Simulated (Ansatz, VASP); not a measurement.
**MnO: VASP beside Ansatz**

```
CELL_PARAMETERS angstrom
0.00000 2.22200 2.22200
4.44400 2.22200 2.22200
4.44400 4.44400 0.00000
ATOMIC_POSITIONS crystal
Mn 0.00000 0.00000 0.00000
Mn 0.00000 0.00000 0.50000
O 0.50000 0.50000 0.00000
O 0.50000 0.50000 0.50000
```

Alike in both runs: task single point; functional PBEsol; k mesh 7 × 7 × 7; occupations gaussian, width 0.05 eV; collinear spin; Hubbard terms Mn d U = 8.0 eV.

|  | VASP | Ansatz |
| --- | --- | --- |
| version | VASP 6.6.1 | Ansatz 0.2.0 |
| potentials or method | VASP PAW PBE potentials, release 64 (Mn_sv, O), cutoff 700 eV | scalar-relativistic, plane waves, PAW |
| valence electrons in the cell | 42 | 42 |

Ansatz gave:

| Item | Value |
| --- | --- |
| gap on the k mesh at the Fermi level (eV) | 0.63 |
| least direct gap on the mesh (eV) | 2.42 |
| pressure (GPa) | 7.8 |
| net moment per atom (μB) | 2.50 |
| size of the moment on the site where the two differ most (μB) | 4.33 |

What did VASP give for the same quantities?

gap on the k mesh at the Fermi level (eV): 0.98; least direct gap on the mesh (eV): 2.68; pressure (GPa): 1.5; net moment per atom (μB): 2.50; size of the moment on the site where the two differ most (μB): 4.68.

VASP's potentials were made for PBE, not for PBEsol. Site moments also hang on the region over which each program counts them. The programs project onto different local orbitals, so the same U acts differently, and such runs can settle in different states.
